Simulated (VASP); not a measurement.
Write the native input for VASP 6.6.1 that does the following.

```yaml
Task: relaxation of cell and atoms
Functional: PBE
Potentials_or_basis: VASP PAW PBE potentials, release 64 (Ti_sv, B)
Cutoff: 600 eV
k_mesh: 15 × 15 × 12
Occupations: methfessel-paxton, width 0.1 eV
Spin: no spin polarisation
Dipole_correction: no
Further_INCAR_settings: ALGO = Normal; EDIFF = 1e-07; IBRION = 2; EDIFFG = -0.005; NSW = 80; ISIF = 3
```

The structure of TiB2 (TiB2 (P6/mmm)) lies in POSCAR:

```
TiB2
1.0
    3.0259273000      0.0000000000      0.0000000000
   -1.5129637000      2.6205299000      0.0000000000
    0.0000000000      0.0000000000      3.2287677000
Ti B
1 2
Direct
    0.0000000000      0.0000000000      0.0000000000
    0.3333333300      0.6666666700      0.5000000000
    0.6666666700      0.3333333300      0.5000000000
```

These files were run (other wordings do the same):

INCAR

```
SYSTEM = TiB2
PREC     = Accurate       ! precision mode
ENCUT    = 600            ! plane-wave cutoff, eV
EDIFF    = 1E-7           ! SCF threshold, eV
ISMEAR   = 1              ! smearing method
SIGMA    = 0.1            ! smearing width, eV
LREAL    = .False.        ! projectors in reciprocal space
LASPH    = .True.         ! aspherical terms in the spheres
NELM     = 100            ! most SCF steps
ALGO     = Normal         ! electronic algorithm
ISIF     = 3              ! what is computed and relaxed
LWAVE    = .False.        ! write WAVECAR
LCHARG   = .False.        ! write CHGCAR
GGA      = PE             ! functional
IBRION   = 2              ! ionic algorithm
NSW      = 80             ! ionic steps
EDIFFG   = -0.005         ! ionic threshold
```

KPOINTS

```
Automatic mesh
0
Gamma
  15 15 12
  0 0 0
```

Potentials or basis: VASP PAW PBE potentials, release 64 (Ti_sv, B).

Launch:

```console
$ cat potpaw_PBE.64/Ti_sv/POTCAR potpaw_PBE.64/B/POTCAR > POTCAR
$ mpirun -np 1 vasp_std > vasp.out
```

It gave:

* Relaxed volume: 8.56 Å³/atom
* Relaxed cell: a = 3.032 Å, b = 3.032 Å, c = 3.225 Å, α = 90.00°, β = 90.00°, γ = 120.00°
* Space group after relaxing (to 0.05 Å): P6/mmm (No. 191)
* Energy gained by relaxing: 0.2 meV/atom
* Ionic steps: 5
* Pressure after relaxing: 0.0 GPa
* Band gap on the k mesh: zero (band 9 reaches 10.38 eV, above the bottom of band 10 at 9.79 eV)

Run time: 7.9 min on 1 thread of AMD EPYC 7R13, on a shared host, peak memory 0.19 GiB.
